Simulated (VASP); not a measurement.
# LiF (Fm-3m) in VASP: single point with PBEsol

Aim: the single point of LiF with PBEsol.

Program: VASP 6.6.1. These are calculated values, not measurements. Logs are shortened: lines on timing, memory, paths and dates and some standing lists are left out, and cuts for length are marked.

### 1 The cell of the first run

Symmetry: Fm-3m, No. 225, cubic system. The conventional cell has a = 4.028 Å, b = 4.028 Å, c = 4.028 Å, α = 90.00°, β = 90.00°, γ = 90.00°. Li (site symmetry m-3m) has 6 F at 2.01 Å within 2.7 Å. F (site symmetry m-3m) has 6 Li at 2.01 Å within 2.7 Å.

### 2 Single point, PBEsol

The input, INCAR:

```
PREC = Accurate
ENCUT = 520
EDIFF = 1E-6
ISMEAR = 0
SIGMA = 0.05
LREAL = F
LASPH = T
NELM = 60
ALGO = Normal
ISIF = 2
LWAVE = F
LCHARG = F
GGA = PS
NBANDS = 12
```

The input, KPOINTS:

```
Automatic mesh
0
Gamma
  10 10 10
```

The input, POSCAR:

```
LiF
1.0
    0.0000000000      2.0140000000      2.0140000000
    2.0140000000      0.0000000000      2.0140000000
    2.0140000000      2.0140000000      0.0000000000
Li F
1 1
Direct
    0.0000000000      0.0000000000      0.0000000000
    0.5000000000      0.5000000000      0.5000000000
```

Potentials or basis: VASP PAW PBE potentials, release 64 (Li_sv, F).

Launch:

```bash
cat potpaw_PBE.64/Li_sv/POTCAR potpaw_PBE.64/F/POTCAR > POTCAR
mpirun -np 1 vasp_std > vasp.out
```

OUTCAR:

```text
PREC = Accurate
   ENCUT = 520
   EDIFF = 1E-6
   ISMEAR = 0
   LREAL = F
   LASPH = T
   NELM = 60
   ISIF = 2
   GGA = PS

 ion  position               nearest neighbor table
   1  0.000  0.000  0.000-   2 2.01   2 2.01   2 2.01   2 2.01   2 2.01   2 2.01
   2  0.500  0.500  0.500-   1 2.01   1 2.01   1 2.01   1 2.01   1 2.01   1 2.01

  LATTYP: Found a face centered cubic cell.
 ALAT       =     4.0280000000

  Lattice vectors:

 A1 = (   0.0000000000,   2.0140000000,   2.0140000000)
 A2 = (   2.0140000000,   0.0000000000,   2.0140000000)
 A3 = (   2.0140000000,   2.0140000000,   0.0000000000)

Analysis of symmetry for initial positions (statically):
=====================================================================
 Subroutine PRICEL returns:
 Original cell was already a primitive cell.

 Routine SETGRP: Setting up the symmetry group for a
 face centered cubic supercell.

 Subroutine GETGRP returns: Found 48 space group operations
 (whereof 48 operations were pure point group operations)
 out of a pool of 48 trial point group operations.

The static configuration has the point symmetry O_h .

Analysis of symmetry for dynamics (positions and initial velocities):
=====================================================================
 Subroutine PRICEL returns:
 Original cell was already a primitive cell.

 Routine SETGRP: Setting up the symmetry group for a
 face centered cubic supercell.

 Subroutine GETGRP returns: Found 48 space group operations
 (whereof 48 operations were pure point group operations)
 out of a pool of 48 trial point group operations.

The dynamic configuration has the point symmetry O_h .

 Subroutine INISYM returns: Found 48 space group operations
 (whereof 48 operations are pure point group operations),
 and found     1 'primitive' translations

----------------------------------------------------------------------------------------

                                     Primitive cell

  volume of cell :      16.3384

  direct lattice vectors                    reciprocal lattice vectors
     0.000000000  2.014000000  2.014000000    -0.248262165  0.248262165  0.248262165
     2.014000000  0.000000000  2.014000000     0.248262165 -0.248262165  0.248262165
     2.014000000  2.014000000  0.000000000     0.248262165  0.248262165 -0.248262165

  length of vectors
     2.848226115  2.848226115  2.848226115     0.430002683  0.430002683  0.430002683

  position of ions in fractional coordinates (direct lattice)
     0.000000000  0.000000000  0.000000000
     0.500000000  0.500000000  0.500000000

  ion indices of the primitive-cell ions
   primitive index   ion index
                 1           1
                 2           2

----------------------------------------------------------------------------------------

 KPOINTS: Automatic mesh

Automatic generation of k-mesh.
 Grid dimensions read from file:
 generate k-points for:   10   10   10

 Generating k-lattice:

  Cartesian coordinates                     Fractional coordinates (reciprocal lattice)
    -0.024826216  0.024826216  0.024826216     0.100000000  0.000000000  0.000000000
     0.024826216 -0.024826216  0.024826216     0.000000000  0.100000000  0.000000000
     0.024826216  0.024826216 -0.024826216     0.000000000  0.000000000  0.100000000

  Length of vectors
     0.043000268  0.043000268  0.043000268

  Shift w.r.t. Gamma in fractional coordinates (k-lattice)
     0.000000000  0.000000000  0.000000000

 Subroutine IBZKPT returns following result:
 ===========================================

 Found     47 irreducible k-points:

 Following reciprocal coordinates:
            Coordinates               Weight
  0.000000  0.000000  0.000000      1.000000
  0.100000  0.000000  0.000000      8.000000
  0.200000  0.000000  0.000000      8.000000
  0.300000  0.000000  0.000000      8.000000
  0.400000  0.000000  0.000000      8.000000
  0.500000  0.000000  0.000000      4.000000
[... 16 lines left out ...]
  0.300000  0.300000  0.000000      6.000000
  0.400000  0.300000  0.000000     24.000000
 [... further k-points ...]
   k-points           NKPTS =     47   k-points in BZ     NKDIM =     47   number of bands    NBANDS=     12
   number of dos      NEDOS =    301   number of ions     NIONS =      2
   total plane-waves  NPLWV =  13824
   dimension x,y,z NGX =    24 NGY =   24 NGZ =   24
   dimension x,y,z NGXF=    48 NGYF=   48 NGZF=   48
   ions per type =               1   1
   NGX,Y,Z   is equivalent  to a cutoff of  14.01, 14.01, 14.01 a.u.
   NGXF,Y,Z  is equivalent  to a cutoff of  28.02, 28.02, 28.02 a.u.
 SYSTEM =  unknown system
   PREC   = accura    normal or accurate (medium, high low for compatibility)
   ISTART =      0    job   : 0-new  1-cont  2-samecut
   ICHARG =      2    charge: 1-file 2-atom 10-const
   ISPIN  =      1    spin polarized calculation?
   LNONCOLLINEAR =      F non collinear calculations
   LSORBIT =      F    spin-orbit coupling
   LASPH  =      T    aspherical Exc in radial PAW
   ENCUT  =  520.0 eV  38.22 Ry    6.18 a.u.   5.30  5.30  5.30*2*pi/ulx,y,z
   NELM   =     60;   NELMIN=  2; NELMDL= -5     # of ELM steps
   EDIFF  = 0.1E-05   stopping-criterion for ELM
   LREAL  =      F    real-space projection
   EDIFFG = 0.1E-04   stopping-criterion for IOM
   NSW    =      0    number of steps for IOM
   IBRION =     -1    ionic relax: 0-MD 1-quasi-New 2-CG
   NFREE  =      0    steps in history (QN), initial steepest desc. (CG)
   ISIF   =      2    stress and relaxation
   ISYM   =      2    0-nonsym 1-usesym 2-fastsym
   POTIM  = 0.5000    time-step for ionic-motion
   TEBEG  =    0.0;   TEEND  =   0.0 temperature during run
   PSTRESS=    0.0 pullay stress
   NELECT =      10.0000    total number of electrons
   NUPDOWN=      -1.0000    fix difference up-down
   EMIN   =  10.00;   EMAX   =-10.00  energy-range for DOS
   EFERMI =   0.00;   METHOD = LEGACY
   ISMEAR =     0;   SIGMA  =   0.05  broadening in eV -4-tet -1-fermi 0-gaus
   EFERMI_NEDOS =   21; number of points for ismear=-14 and -15
   IALGO  =     38    algorithm
   IMIX   =      4    mixing-type and parameters
     AMIX     =   0.40;   BMIX     =  1.00
     AMIX_MAG =   1.60;   BMIX_MAG =  1.00
  volume/ion in A,a.u.               =       8.17        55.13
  Fermi-wavevector in a.u.,A,eV,Ry     =   1.389970  2.626662 26.286674  1.932016
  Thomas-Fermi vector in A             =   2.513950
   LORBIT       =      0    0 simple, 1 ext, 2 COOP (PROOUT), +10 PAW based schemes
   GGA     = PS    functional components
   LHFCALC =     F    Hartree Fock is set to
   AEXX    =    0.0000 exact exchange contribution
   IVDW    =     0    specifies the selected vdW correction
   LEPSILON=     F    determine dielectric tensor
   LRPA    =     F    only Hartree local field effects (RPA)
 non-spin polarized calculation
 Gauss-broadening in eV      SIGMA  =   0.05
  energy-cutoff  :      520.00
  volume of cell :       16.34
 maximum number of plane-waves:       459
 NGX is ok and might be reduce to    24
   NGX = 11   NGY = 11   NGZ = 11

 number of electron      10.0000000 magnetization

 number of electron       9.9999992 magnetization

 Free energy of the ion-electron system (eV)
  ---------------------------------------------------
  ext. energy  EPLUGINS =         0.00000000
  ---------------------------------------------------
  free energy    TOTEN  =        -9.85186574 eV

  energy without entropy =       -9.85186574  energy(sigma->0) =       -9.85186574

 E-fermi :  -0.6642     XC(G=0): -10.2024

 val. band max:       -1.1081367416   @ k =   0.0000   0.0000   0.0000
 cond. band min:       7.8071910856   @ k =   0.0000   0.0000   0.0000
 fundamental gap:      8.9153278273
 Fermi energy:        -0.6641663547

 k-point     1 :       0.0000    0.0000    0.0000
  band No.  band energies     occupation
      1     -41.3166      2.00000
      2     -20.9728      2.00000
      3      -1.1081      2.00000
      4      -1.1081      2.00000
      5      -1.1081      2.00000
      6       7.8072      0.00000
      7      22.7185      0.00000
      8      22.7185      0.00000
      9      22.7185      0.00000
     10      23.0007      0.00000
     11      23.0007      0.00000
     12      23.0007      0.00000

 k-point     2 :       0.1000    0.0000    0.0000
  band No.  band energies     occupation
      1     -41.3103      2.00000
      2     -20.9326      2.00000
      3      -1.4017      2.00000
      4      -1.1315      2.00000
      5      -1.1315      2.00000
      6       8.1034      0.00000
      7      19.9675      0.00000
      8      21.4438      0.00000
      9      21.4439      0.00000
     10      24.0658      0.00000
     11      24.0658      0.00000
     12      24.0990      0.00000

 k-point     3 :       0.2000    0.0000    0.0000
  band No.  band energies     occupation
      1     -41.2943      2.00000
      2     -20.8268      2.00000
      3      -2.1034      2.00000
      4      -1.1915      2.00000
      5      -1.1915      2.00000
      6       8.7554      0.00000
      7      17.4943      0.00000
      8      19.9564      0.00000
      9      19.9564      0.00000
     10      25.0681      0.00000
     11      25.4103      0.00000
     12      25.4103      0.00000
[... 286 lines left out ...]
 k-point    23 :       0.3000    0.3000    0.0000
  band No.  band energies     occupation
      1     -41.2628      2.00000
      2     -20.5475      2.00000
      3      -3.0475      2.00000
      4      -1.7805      2.00000
      5      -1.7805      2.00000
      6      10.9881      0.00000
      7      16.5440      0.00000
      8      17.8026      0.00000
      9      19.1456      0.00000
     10      19.1456      0.00000
     11      33.2764      0.00000
     12      33.3486      0.00000

 k-point    24 :       0.4000    0.3000    0.0000
  band No.  band energies     occupation
      1     -41.2509      2.00000
      2     -20.4348      2.00000
      3      -3.4696      2.00000
      4      -1.9947      2.00000
      5      -1.8802      2.00000
      6      11.8052      0.00000
      7      15.4282      0.00000
      8      17.2985      0.00000
      9      18.8982      0.00000
     10      19.9407      0.00000
     11      32.7122      0.00000
     12      33.6543      0.00000

 [... further k-points ...]
[... 5 lines left out ...]
  --------------------------------------------------------------------------------------
  -------------------------------------------------------------------------------------
  Total       -0.1319027     -0.1319027     -0.1319027      0.0000000      0.0000000      0.0000000
  in kB      -12.9346830    -12.9346830    -12.9346830      0.0000000      0.0000000      0.0000000
  external PRESSURE =     -12.9346830 kB  Pullay stress =       0.0000000 kB

 VOLUME and BASIS-vectors are now :
 -----------------------------------------------------------------------------
  energy-cutoff  :      520.00
  volume of cell :       16.34
      direct lattice vectors                 reciprocal lattice vectors
     0.000000000  2.014000000  2.014000000    -0.248262165  0.248262165  0.248262165
     2.014000000  0.000000000  2.014000000     0.248262165 -0.248262165  0.248262165
     2.014000000  2.014000000  0.000000000     0.248262165  0.248262165 -0.248262165

 POSITION                                       TOTAL-FORCE (eV/Angst)
 -----------------------------------------------------------------------------------
      0.00000      0.00000      0.00000         0.000000      0.000000     -0.000000
      2.01400      2.01400      2.01400        -0.000000     -0.000000      0.000000
 -----------------------------------------------------------------------------------
    total drift:                               -0.000000     -0.000000      0.000000

  FREE ENERGIE OF THE ION-ELECTRON SYSTEM (eV)
  ---------------------------------------------------
  free  energy   TOTEN  =        -9.8518657396 eV

  energy  without entropy=       -9.8518657396  energy(sigma->0) =       -9.85186574
```

It took 14 s on 1 thread of Intel Xeon 8259CL, shared host; peak memory 0.13 GiB.

Results:

| Property | Result |
| --- | --- |
| Free energy | -9.8519 eV |
| Band gap on the k mesh | 8.92 eV, direct |

Caveat: the cutoff is under 1.25 times the usual one of these potentials, so pressure, stress and relaxed cells hold a basis-set (Pulay) error; the PAW data sets were made with another functional, which shifts forces and pressure a little. A k mesh can miss the band edges.
